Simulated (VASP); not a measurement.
# SiC (P6_3mc) in VASP: settings compared

Aim: see how the results for SiC move with the level of theory and the settings. Levels: PBE, r2SCAN. Tasks: single point, relaxation of cell and atoms.

Program: VASP 6.6.1. These are calculated values, not measurements. Logs are shortened: lines on timing, memory, paths and dates and some standing lists are left out, and cuts for length are marked.

## (1) The cell of the first run

The structure is hexagonal, space group P6_3mc (No. 186). The conventional cell has a = 3.094 Å, b = 3.094 Å, c = 10.129 Å, α = 90.00°, β = 90.00°, γ = 120.00°. Si (site symmetry 3m) has 4 C at 1.89 to 1.90 Å within 2.5 Å. Within 2.5 Å of Si (site symmetry 3m) lie 4 C at 1.90 Å. Within 2.5 Å of C (site symmetry 3m) lie 4 Si at 1.90 Å. C (site symmetry 3m) has 4 Si at 1.89 to 1.90 Å within 2.5 Å.

## (2) Single point, PBE

Input file INCAR:

```
PREC = Accurate ; ENCUT = 520
EDIFF = 1E-7 ; ISMEAR = -1
SIGMA = 0.02 ; LREAL = F
LASPH = T ; NELM = 100
ALGO = Normal ; ISIF = 2
LWAVE = F ; LCHARG = T
GGA = PE ; LELF = T
LVHAR = T ; NBANDS = 26
```

Input file KPOINTS:

```
Automatic mesh
0
Gamma
  12 12 4
```

Input file POSCAR:

```
SiC
1.0
    3.0940311570      0.0000000000      0.0000000000
   -1.5470155785      2.6795095820      0.0000000000
    0.0000000000      0.0000000000     10.1290649855
Si C
4 4
Direct
    0.0000000000      0.0000000000     -0.0001500101
    0.3333333333      0.6666666667      0.2499054347
    0.0000000000      0.0000000000      0.4998499899
    0.6666666667      0.3333333333      0.7499054347
    0.0000000000      0.0000000000      0.1873051244
    0.3333333333      0.6666666667      0.4379394510
    0.0000000000      0.0000000000      0.6873051244
    0.6666666667      0.3333333333      0.9379394510
```

Potentials or basis: VASP PAW PBE potentials, release 64 (Si, C).

On the command line:

```
$ cat potpaw_PBE.64/Si/POTCAR potpaw_PBE.64/C/POTCAR > POTCAR
$ mpirun -np 1 vasp_std > vasp.out
```

OUTCAR:

```text
PREC = Accurate
   ENCUT = 520
   EDIFF = 1E-7
   ISMEAR = -1
   LREAL = F
   LASPH = T
   NELM = 100
   ISIF = 2
   GGA = PE

 ion  position               nearest neighbor table
   1  0.000  0.000  1.000-   8 1.89   8 1.89   8 1.89   5 1.90   4 3.10   4 3.10   4 3.10   2 3.10
                             2 3.10   2 3.10
   2  0.333  0.667  0.250-   5 1.90   5 1.90   5 1.90   6 1.90   3 3.10   3 3.10   3 3.10   1 3.10
                             1 3.10   1 3.10
   3  0.000  0.000  0.500-   6 1.89   6 1.89   6 1.89   7 1.90   2 3.10   2 3.10   2 3.10   4 3.10
                             4 3.10   4 3.10
   4  0.667  0.333  0.750-   7 1.90   7 1.90   7 1.90   8 1.90   1 3.10   1 3.10   1 3.10   3 3.10
                             3 3.10   3 3.10
   5  0.000  0.000  0.187-   2 1.90   2 1.90   2 1.90   1 1.90
   6  0.333  0.667  0.438-   3 1.89   3 1.89   3 1.89   2 1.90
   7  0.000  0.000  0.687-   4 1.90   4 1.90   4 1.90   3 1.90
   8  0.667  0.333  0.938-   1 1.89   1 1.89   1 1.89   4 1.90

  LATTYP: Found a hexagonal cell.
 ALAT       =     3.0940311570
 C/A-ratio  =     3.2737436928

  Lattice vectors:

 A1 = (   3.0940311570,   0.0000000000,   0.0000000000)
 A2 = (  -1.5470155785,   2.6795095820,   0.0000000000)
 A3 = (   0.0000000000,   0.0000000000,  10.1290649855)

Analysis of symmetry for initial positions (statically):
=====================================================================
 Subroutine PRICEL returns:
 Original cell was already a primitive cell.

 Routine SETGRP: Setting up the symmetry group for a
 hexagonal supercell.

 Subroutine GETGRP returns: Found 12 space group operations
 (whereof  6 operations were pure point group operations)
 out of a pool of 24 trial point group operations.

The static configuration has the point symmetry C_3v.
 The point group associated with its full space group is C_6v.

Analysis of symmetry for dynamics (positions and initial velocities):
=====================================================================
 Subroutine PRICEL returns:
 Original cell was already a primitive cell.

 Routine SETGRP: Setting up the symmetry group for a
 hexagonal supercell.

 Subroutine GETGRP returns: Found 12 space group operations
 (whereof  6 operations were pure point group operations)
 out of a pool of 24 trial point group operations.

The dynamic configuration has the point symmetry C_3v.
 The point group associated with its full space group is C_6v.

 Subroutine INISYM returns: Found 12 space group operations
 (whereof  6 operations are pure point group operations),
 and found     1 'primitive' translations

----------------------------------------------------------------------------------------

                                     Primitive cell

  volume of cell :      83.9749

  direct lattice vectors                    reciprocal lattice vectors
     3.094031157  0.000000000  0.000000000     0.323202951  0.186601311  0.000000000
    -1.547015578  2.679509582  0.000000000     0.000000000  0.373202621  0.000000000
     0.000000000  0.000000000 10.129064985     0.000000000  0.000000000  0.098725796

  length of vectors
     3.094031157  3.094031157 10.129064985     0.373202621  0.373202621  0.098725796

  position of ions in fractional coordinates (direct lattice)
     0.000000000  0.000000000  0.999849990
     0.333333333  0.666666667  0.249905435
     0.000000000  0.000000000  0.499849990
     0.666666667  0.333333333  0.749905435
     0.000000000  0.000000000  0.187305124
     0.333333333  0.666666667  0.437939451
     0.000000000  0.000000000  0.687305124
     0.666666667  0.333333333  0.937939451

  ion indices of the primitive-cell ions
   primitive index   ion index
                 1           1
                 2           2
                 3           3
                 4           4
                 5           5
                 6           6
                 7           7
                 8           8

----------------------------------------------------------------------------------------

 KPOINTS: Automatic mesh

Automatic generation of k-mesh.
 Grid dimensions read from file:
 generate k-points for:   12   12    4

 Generating k-lattice:

  Cartesian coordinates                     Fractional coordinates (reciprocal lattice)
     0.026933579  0.015550109  0.000000000     0.083333333  0.000000000  0.000000000
     0.000000000  0.031100218  0.000000000     0.000000000  0.083333333  0.000000000
     0.000000000  0.000000000  0.024681449     0.000000000  0.000000000  0.250000000

  Length of vectors
     0.031100218  0.031100218  0.024681449

  Shift w.r.t. Gamma in fractional coordinates (k-lattice)
     0.000000000  0.000000000  0.000000000

 Subroutine IBZKPT returns following result:
 ===========================================

 Found     57 irreducible k-points:

 Following reciprocal coordinates:
            Coordinates               Weight
  0.000000  0.000000  0.000000      1.000000
  0.083333  0.000000  0.000000      6.000000
  0.166667  0.000000  0.000000      6.000000
  0.250000  0.000000  0.000000      6.000000
  0.333333  0.000000  0.000000      6.000000
  0.416667 -0.000000  0.000000      6.000000
[... 16 lines left out ...]
  0.250000  0.000000  0.250000     12.000000
  0.333333  0.000000  0.250000     12.000000
 [... further k-points ...]
   k-points           NKPTS =     57   k-points in BZ     NKDIM =     57   number of bands    NBANDS=     26
   number of dos      NEDOS =    301   number of ions     NIONS =      8
   total plane-waves  NPLWV =  46080
   dimension x,y,z NGX =    24 NGY =   24 NGZ =   80
   dimension x,y,z NGXF=    48 NGYF=   48 NGZF=  160
   ions per type =               4   4
   NGX,Y,Z   is equivalent  to a cutoff of  12.90, 12.90, 13.13 a.u.
   NGXF,Y,Z  is equivalent  to a cutoff of  25.79, 25.79, 26.26 a.u.
 SYSTEM =  unknown system
   PREC   = accura    normal or accurate (medium, high low for compatibility)
   ISTART =      0    job   : 0-new  1-cont  2-samecut
   ICHARG =      2    charge: 1-file 2-atom 10-const
   ISPIN  =      1    spin polarized calculation?
   LNONCOLLINEAR =      F non collinear calculations
   LSORBIT =      F    spin-orbit coupling
   LASPH  =      T    aspherical Exc in radial PAW
   ENCUT  =  520.0 eV  38.22 Ry    6.18 a.u.   5.75  5.75 18.83*2*pi/ulx,y,z
   NELM   =    100;   NELMIN=  2; NELMDL= -5     # of ELM steps
   EDIFF  = 0.1E-06   stopping-criterion for ELM
   LREAL  =      F    real-space projection
   EDIFFG = 0.1E-05   stopping-criterion for IOM
   NSW    =      0    number of steps for IOM
   IBRION =     -1    ionic relax: 0-MD 1-quasi-New 2-CG
   NFREE  =      0    steps in history (QN), initial steepest desc. (CG)
   ISIF   =      2    stress and relaxation
   ISYM   =      2    0-nonsym 1-usesym 2-fastsym
   POTIM  = 0.5000    time-step for ionic-motion
   TEBEG  =    0.0;   TEEND  =   0.0 temperature during run
   PSTRESS=    0.0 pullay stress
   NELECT =      32.0000    total number of electrons
   NUPDOWN=      -1.0000    fix difference up-down
   EMIN   =  10.00;   EMAX   =-10.00  energy-range for DOS
   EFERMI =   0.00;   METHOD = LEGACY
   ISMEAR =    -1;   SIGMA  =   0.02  broadening in eV -4-tet -1-fermi 0-gaus
   EFERMI_NEDOS =   21; number of points for ismear=-14 and -15
   IALGO  =     38    algorithm
   IMIX   =      4    mixing-type and parameters
     AMIX     =   0.40;   BMIX     =  1.00
     AMIX_MAG =   1.60;   BMIX_MAG =  1.00
  volume/ion in A,a.u.               =      10.50        70.84
  Fermi-wavevector in a.u.,A,eV,Ry     =   1.186884  2.242886 19.166449  1.408694
  Thomas-Fermi vector in A             =   2.323047
   LORBIT       =      0    0 simple, 1 ext, 2 COOP (PROOUT), +10 PAW based schemes
   GGA     = PE    functional components
   LHFCALC =     F    Hartree Fock is set to
   AEXX    =    0.0000 exact exchange contribution
   IVDW    =     0    specifies the selected vdW correction
   LEPSILON=     F    determine dielectric tensor
   LRPA    =     F    only Hartree local field effects (RPA)
 non-spin polarized calculation
  energy-cutoff  :      520.00
  volume of cell :       83.97
 maximum number of plane-waves:      2280
 NGX is ok and might be reduce to    24
   NGX = 11   NGY = 11   NGZ = 37

 number of electron      32.0000001 magnetization

 Free energy of the ion-electron system (eV)
  ---------------------------------------------------
  ext. energy  EPLUGINS =         0.00000000
  ---------------------------------------------------
  free energy    TOTEN  =       -60.24903546 eV

  energy without entropy =      -60.24903546  energy(sigma->0) =      -60.24903546

 E-fermi :   8.4217     XC(G=0): -11.2902

 val. band max:        8.0117690002   @ k =   0.0000   0.0000   0.0000
 cond. band min:      10.2346257222   @ k =   0.5000   0.0000   0.0000
 fundamental gap:      2.2228567221
 Fermi energy:         8.4216834617

 k-point     1 :       0.0000    0.0000    0.0000
  band No.  band energies     occupation
      1      -7.3544      2.00000
      2      -6.1913      2.00000
      3      -6.1554      2.00000
      4      -3.8421      2.00000
      5      -0.5163      2.00000
      6       3.6591      2.00000
[... 18 lines left out ...]
     25      15.3011      0.00000
     26      15.9867      0.00000

 k-point     2 :       0.0833    0.0000    0.0000
  band No.  band energies     occupation
      1      -7.2352      2.00000
      2      -6.0761      2.00000
      3      -6.0396      2.00000
      4      -3.7414      2.00000
      5      -0.4076      2.00000
      6       3.6949      2.00000
[... 18 lines left out ...]
     25      15.3658      0.00000
     26      15.8820      0.00000

 k-point     3 :       0.1667    0.0000    0.0000
  band No.  band energies     occupation
      1      -6.8806      2.00000
      2      -5.7347      2.00000
      3      -5.6963      2.00000
      4      -3.4485      2.00000
      5      -0.0916      2.00000
      6       3.6672      2.00000
[... 18 lines left out ...]
     25      15.9248      0.00000
     26      16.0998      0.00000

 k-point     4 :       0.2500    0.0000    0.0000
  band No.  band energies     occupation
      1      -6.3013      2.00000
      2      -5.1827      2.00000
      3      -5.1401      2.00000
      4      -3.0011      2.00000
      5       0.3799      2.00000
      6       2.7609      2.00000
[... 18 lines left out ...]
     25      16.4161      0.00000
     26      16.9688      0.00000

 k-point     5 :       0.3333    0.0000    0.0000
  band No.  band energies     occupation
      1      -5.5232      2.00000
      2      -4.4622      2.00000
      3      -4.4100      2.00000
      4      -2.5194      2.00000
      5       0.6837      2.00000
      6       1.4135      2.00000
[... 18 lines left out ...]
     25      16.6060      0.00000
     26      16.9245      0.00000

 k-point     6 :       0.4167   -0.0000    0.0000
  band No.  band energies     occupation
      1      -4.6200      2.00000
      2      -3.7171      2.00000
      3      -3.6284      2.00000
      4      -2.3472      2.00000
      5       0.0394      2.00000
      6       0.3860      2.00000
[... 427 lines left out ...]
 k-point    21 :       0.0833    0.0000    0.2500
  band No.  band energies     occupation
      1      -7.1599      2.00000
      2      -6.5650      2.00000
      3      -5.4319      2.00000
      4      -4.0619      2.00000
      5       0.0330      2.00000
      6       2.3317      2.00000
[... 18 lines left out ...]
     25      15.4111      0.00000
     26      15.6677      0.00000

 k-point    22 :       0.1667    0.0000    0.2500
  band No.  band energies     occupation
      1      -6.8060      2.00000
      2      -6.2169      2.00000
      3      -5.0980      2.00000
      4      -3.7575      2.00000
      5       0.3270      2.00000
      6       2.4844      2.00000
[... 18 lines left out ...]
     25      15.9708      0.00000
     26      16.1649      0.00000

 k-point    23 :       0.2500    0.0000    0.2500
  band No.  band energies     occupation
      1      -6.2280      2.00000
      2      -5.6509      2.00000
      3      -4.5619      2.00000
      4      -3.2854      2.00000
      5       0.7341      2.00000
      6       2.3368      2.00000
[... 18 lines left out ...]
     25      16.6660      0.00000
     26      16.9450      0.00000

 k-point    24 :       0.3333    0.0000    0.2500
  band No.  band energies     occupation
      1      -5.4526      2.00000
      2      -4.9002      2.00000
      3      -3.8766      2.00000
      4      -2.7484      2.00000
      5       0.7810      2.00000
      6       1.3098      2.00000
[... 18 lines left out ...]
     25      16.5327      0.00000
     26      17.1705      0.00000

 [... further k-points ...]
[... 5 lines left out ...]
  --------------------------------------------------------------------------------------
  -------------------------------------------------------------------------------------
  Total       -0.0176056     -0.0176056     -0.0144921      0.0000000      0.0000000     -0.0000000
  in kB       -0.3359012     -0.3359012     -0.2764990      0.0000000      0.0000000     -0.0000000
  external PRESSURE =      -0.3161004 kB  Pullay stress =       0.0000000 kB

 VOLUME and BASIS-vectors are now :
 -----------------------------------------------------------------------------
  energy-cutoff  :      520.00
  volume of cell :       83.97
      direct lattice vectors                 reciprocal lattice vectors
     3.094031157  0.000000000  0.000000000     0.323202951  0.186601311  0.000000000
    -1.547015578  2.679509582  0.000000000     0.000000000  0.373202621  0.000000000
     0.000000000  0.000000000 10.129064985     0.000000000  0.000000000  0.098725796

 POSITION                                       TOTAL-FORCE (eV/Angst)
 -----------------------------------------------------------------------------------
      0.00000      0.00000     10.12755         0.000000      0.000000      0.001316
     -0.00000      1.78634      2.53131         0.000000      0.000000     -0.001047
      0.00000      0.00000      5.06301        -0.000000      0.000000      0.001316
      1.54702      0.89317      7.59584        -0.000000     -0.000000     -0.001047
      0.00000      0.00000      1.89723         0.000000     -0.000000     -0.001204
     -0.00000      1.78634      4.43592         0.000000     -0.000000      0.000934
      0.00000      0.00000      6.96176        -0.000000      0.000000     -0.001204
      1.54702      0.89317      9.50045        -0.000000      0.000000      0.000934
 -----------------------------------------------------------------------------------
    total drift:                               -0.000000     -0.000000      0.000983

  FREE ENERGIE OF THE ION-ELECTRON SYSTEM (eV)
  ---------------------------------------------------
  free  energy   TOTEN  =       -60.2490354614 eV

  energy  without entropy=      -60.2490354614  energy(sigma->0) =      -60.24903546
```

Wall time 4.1 min (1 thread of AMD EPYC 9R45, shared host); peak memory 0.22 GiB.

Results:

```yaml
Free_energy: -60.2490 eV
Pressure: 0.0 GPa
Band_gap_on_the_k_mesh: 2.22 eV, indirect (least direct gap 3.34 eV)
```

A k mesh can miss the band edges. As with any semilocal functional, this PBE gap is likely too small.

## (3) Single point, r2SCAN

This run uses another cell than the first one, of 10.33 Å³/atom, 0.984 times its volume.

Input file POSCAR:

```
SiC
1.0
    3.0775550330      0.0000000000      0.0000000000
   -1.5387775165      2.6652408402      0.0000000000
    0.0000000000      0.0000000000     10.0767227861
Si C
4 4
Direct
    0.0000000000      0.0000000000     -0.0001405667
    0.3333333333      0.6666666667      0.2499083817
    0.0000000000      0.0000000000      0.4998594333
    0.6666666667      0.3333333333      0.7499083817
    0.0000000000      0.0000000000      0.1872833963
    0.3333333333      0.6666666667      0.4379487887
    0.0000000000      0.0000000000      0.6872833963
    0.6666666667      0.3333333333      0.9379487887
```

Input file INCAR.step1:

```
ALGO = Normal ; EDIFF = 1E-4
ENCUT = 520 ; GGA = PE
ISMEAR = -1 ; LASPH = True
LCHARG = False ; LREAL = False
LWAVE = True ; NBANDS = 26
NELM = 60 ; PREC = Accurate
SIGMA = 0.02
```

Input file INCAR.step2:

```
ALGO = Normal ; EDIFF = 1E-6
ENCUT = 520 ; ISIF = 2
ISMEAR = -1 ; ISTART = 1
LASPH = True ; LCHARG = True
LELF = True ; LMIXTAU = True
LREAL = False ; LVHAR = True
LWAVE = False ; METAGGA = R2SCAN
NBANDS = 26 ; NELM = 60
PREC = Accurate ; SIGMA = 0.02
```

Input file KPOINTS:

```
k-points
0
Gamma
  12 12 2
```

Potentials or basis: VASP PAW PBE potentials, release 64 (Si, C).

On the command line:

```
$ cat potpaw_PBE.64/Si/POTCAR potpaw_PBE.64/C/POTCAR > POTCAR
$ cp INCAR.step1 INCAR
$ mpirun -np 1 vasp_std > vasp.out
$ cp INCAR.step2 INCAR
$ mpirun -np 1 vasp_std > vasp.out
```

It took 9.2 min on 1 thread of AMD EPYC 9R45, shared host; peak memory 0.21 GiB.

Results (log left out):

- Free energy: -77.3075 eV
- Pressure: -0.2 GPa
- Band gap on the k mesh: 2.61 eV, indirect (least direct gap 3.79 eV)

Levels at points of the mesh, in eV from the valence-band top:
| k point | band 12 | band 13 | band 14 | band 15 | band 16 | band 17 | band 18 | band 19 | band 20 | band 21 |
| --- | --- | --- | --- | --- | --- | --- | --- | --- | --- | --- |
| (0.00, 0.00, 0.00) | -0.61 | -0.61 | -0.05 | 0.00 | 0.00 | 5.67 | 6.26 | 6.89 | 6.91 | 7.51 |
| (0.50, 0.00, 0.00) | -2.50 | -2.47 | -2.33 | -1.65 | -1.18 | 2.61 | 2.77 | 4.72 | 5.27 | 5.83 |
| (0.00, 0.00, 0.50) | -1.10 | -0.22 | -0.22 | -0.22 | -0.22 | 5.88 | 5.88 | 7.37 | 7.37 | 7.60 |
| (0.50, 0.00, 0.50) | -3.16 | -2.58 | -2.58 | -1.63 | -1.63 | 3.05 | 3.05 | 4.69 | 4.69 | 6.68 |

Caveat: the PAW data sets were made with another functional, which shifts forces and pressure a little. A k mesh can miss the band edges.

(Part 1 of 2 ends here.)
